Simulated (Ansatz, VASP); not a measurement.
**One calculation of In4Ge, two programs**

INCAR

```
SYSTEM = In4Ge
PREC = Accurate
ENCUT = 600
EDIFF = 1E-6
ISMEAR = 0
SIGMA = 0.1
LREAL = .False.
LASPH = .True.
NELM = 80
ALGO = Fast
ISIF = 3
LWAVE = .False.
LCHARG = .False.
GGA = PE
IBRION = 2
NSW = 100
EDIFFG = -0.01
```

File KPOINTS:

```
regular mesh
0
Gamma
  8 8 8
  0 0 0
```

The input POSCAR:

```
In4Ge
1.0
    5.4964566784      0.0000000000      0.0000000000
    0.0000000000      5.4964566784      0.0000000000
    0.0000000000      0.0000000000      5.4964566784
In Ge
4 1
Direct
    0.5000000000      0.5000000000      0.5000000000
    0.5000000000      0.0000000000      0.0000000000
    0.0000000000      0.5000000000      0.0000000000
    0.0000000000      0.0000000000      0.5000000000
    0.0000000000      0.0000000000      0.0000000000
```

Input for Ansatz:

```yaml
crystal:
  lattice:
    - [5.4964566784, 0.0, 0.0]
    - [0.0, 5.4964566784, 0.0]
    - [0.0, 0.0, 5.4964566784]
  atoms:
    - { symbol: In, position: [0.5, 0.5, 0.5] }
    - { symbol: In, position: [0.5, 0.0, 0.0] }
    - { symbol: In, position: [0.0, 0.5, 0.0] }
    - { symbol: In, position: [0.0, 0.0, 0.5] }
    - { symbol: Ge, position: [0.0, 0.0, 0.0] }
basis:
  ecutwfc: 420
kpoints:
  mp_grid: { grid: [8, 8, 8] }
hamiltonian:
  xc: pbe
scf:
  occupations: { method: gaussian, width: 0.1 }
output:
  forces: true
  stress: true
  eigenvalues: true
  write_density: true
  write_potential: true
  elf: true
  volumetric_format: npy
relax:
  adjacent_minimum: "off"
  f_tol: 0.01
  max_steps: 80
  cell: { stress_tol: 0.05 }
```

Alike in both runs: task relaxation of cell and atoms; functional PBE; k mesh 8 × 8 × 8; occupations gaussian, width 0.1 eV; no spin polarisation.

```csv
,VASP,Ansatz
version,VASP 6.6.1,Ansatz 0.2.0
potentials or method,"VASP PAW PBE potentials, release 64 (In_d, Ge_d), cutoff 600 eV","scalar-relativistic, plane waves, PAW"
valence electrons in the cell,66,66
```

```tsv
	VASP	Ansatz	Ansatz less VASP
gap on the k mesh at the Fermi level, each at its own relaxed structure (eV)	none	none	-
relaxed volume (Å³/atom)	32.62	32.56	-0.057
relaxed cell length with the largest relative difference (Å)	5.464	5.461	-0.0032
```

A gap of «none» marks a metal or a gap that the smearing closes.
